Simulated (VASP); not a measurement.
The system is Bi2Te3.

```
Bi Te
1.0
     2.19300    1.26613   10.16567
    -2.19300    1.26613   10.16567
     0.00000   -2.53226   10.16567
Bi Te
2 3
Direct
  0.60000 0.60000 0.60000
  0.40000 0.40000 0.40000
  0.79050 0.79050 0.79050
  0.20950 0.20950 0.20950
  0.00000 0.00000 0.00000
```

Base run:

| Property | Result |
| --- | --- |
| Program | VASP 6.6.1 |
| Functional | TB-mBJ |
| Potentials or basis | VASP PAW PBE potentials, release 64 (Bi_d, Te) |
| Cutoff | 280 eV |
| k mesh | 5 × 5 × 5 |
| Occupations | gaussian, width 0.03 eV |
| Spin | no spin polarisation |

Its results: band gap on the k mesh 0.57 eV.

Task: The run is repeated on the same cell with these changes: functional from TB-mBJ to TPSS. What comes out?

Result: Band gap on the k mesh 0.33 eV.

Caveats: spin-orbit coupling is left out, which moves the levels of the heavy elements.
